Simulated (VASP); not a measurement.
NaH:

```
Na H
1.0
    -0.12503    2.59706    2.59706
     2.59706   -0.12503    2.59706
     2.59706    2.59706   -0.12503
Na H
1 1
Direct
  0.99530 0.99530 0.99530
  0.25470 0.25470 0.25470
```

This cell differs from its parent crystal: epitaxial 111 strain +4.8%.

Base run:

- Program: VASP 6.6.1
- Functional: r2SCAN
- Potentials or basis: VASP PAW PBE potentials, release 64 (Na_pv, H)
- Cutoff: 520 eV
- k mesh: 8 × 8 × 8
- Occupations: gaussian, width 0.01 eV
- Spin: no spin polarisation

Its results: band gap on the k mesh 3.87 eV (least direct gap 4.59 eV); pressure -1.2 GPa; largest force 0.005 eV/Å.

Problem. The run is repeated on the same cell with these changes: functional from r2SCAN to HSE06; k mesh from 8 × 8 × 8 to 6 × 6 × 6. What comes out?

Solution. Band gap on the k mesh 4.44 eV (least direct gap 5.21 eV); pressure -1.1 GPa; largest force 0.010 eV/Å.

Several settings changed at once.

Caveats: the structure was generated, so it needn't be the stable form of NaH; the PAW data sets were made with another functional, which shifts forces and pressure a little.

A k mesh can miss the band edges.
